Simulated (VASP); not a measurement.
Runs of VASP 6.6.1 on Al2O3. The structure is that of space group Pnnm (No. 58), or close to it. The cells are those of the table. 

| cell | gap on the mesh (eV) | pressure (GPa) | largest force (eV/Å) |
| --- | --- | --- | --- |
| a = 4.960, b = 10.339, c = 2.975 Å, 10 atoms | 2.04 | -17.2 | 1.39 |
| a = 4.409, b = 9.190, c = 3.094 Å, 10 atoms | (b) | 10.0 | 2.35 |
| a = 4.593, b = 9.573, c = 3.094 Å, 10 atoms | 3.44 | (c) | 0.60 |
| a = 4.593, b = 9.573, c = 2.856 Å, 10 atoms | 3.42 | (a) | 0.79 |
| a = 4.409, b = 9.190, c = 3.213 Å, 10 atoms | 3.77 | 4.6 | 2.77 |

Alike in all rows: task single point; level LDA; potentials or basis VASP PAW LDA potentials, release 64 (Al, O); no spin polarisation; k mesh 6 × 4 × 8; cutoff (eV) 520; smearing gaussian 0.05 eV.

Problem. Estimate the missing entries.

Solution. (a) 8.1; (b) 4.06; (c) -4.7.

Caveats: forces of over 1 eV/Å act on the atoms, so gaps and moduli don't describe the material at rest (at least some runs); the cell stands under pressure (at least some runs); the cell stands under tension (at least some runs).

A k mesh can miss the band edges.
